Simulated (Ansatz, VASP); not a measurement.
**ZnS: VASP beside Ansatz**

The input INCAR:

```
ALGO = Normal
EDIFF = 1E-7
ENCUT = 520
GGA = PE
ISIF = 2
ISMEAR = 0
LASPH = T
LCHARG = F
LREAL = F
LWAVE = F
NBANDS = 16
NELM = 100
PREC = Accurate
SIGMA = 0.05
```

KPOINTS

```
k-points
0
Gamma
  8 8 8
```

POSCAR

```
ZnS
1.0
    0.0000000000      2.6399170651      2.7215639846
    2.6399170651      0.0000000000      2.7215639846
    2.6399170651      2.6399170651      0.0000000000
Zn S
1 1
Direct
    0.0000000000      0.0000000000      0.0000000000
    0.7500000000      0.7500000000      0.7500000000
```

Input for Ansatz:

```yaml
crystal:
  lattice:
    - [0.0, 2.6399170651, 2.7215639846]
    - [2.6399170651, 0.0, 2.7215639846]
    - [2.6399170651, 2.6399170651, 0.0]
  atoms:
    - { symbol: Zn, position: [0.0, 0.0, 0.0] }
    - { symbol: S, position: [0.75, 0.75, 0.75] }
basis:
  ecutwfc: 420
kpoints:
  mp_grid: { grid: [8, 8, 8] }
hamiltonian:
  xc: pbe
scf:
  occupations: { method: gaussian, width: 0.05 }
output:
  forces: true
  stress: true
  eigenvalues: true
```

Change from the starting cell: strain -0.030 along x and y, +0.000 along z, atoms carried along.

Alike in both runs: task single point; functional PBE; k mesh 8 × 8 × 8; occupations gaussian, width 0.05 eV; no spin polarisation.

```csv
,VASP,Ansatz
version,VASP 6.6.1,Ansatz 0.2.0
potentials or method,"VASP PAW PBE potentials, release 64 (Zn, S), cutoff 520 eV","scalar-relativistic, plane waves, PAW"
valence electrons in the cell,18,18
```

VASP gave:

```
gap on the k mesh at the Fermi level (eV)                     : 2.25
least direct gap on the mesh (eV)                             : 2.25
pressure (GPa)                                                : 5.0
traceless stress, the component that is largest in VASP (GPa) : -0.83
```

Problem. What did Ansatz give for the same quantities?

Solution. gap on the k mesh at the Fermi level (eV): 2.24; least direct gap on the mesh (eV): 2.24; pressure (GPa): 4.8; traceless stress, the component that is largest in VASP (GPa): -0.84.
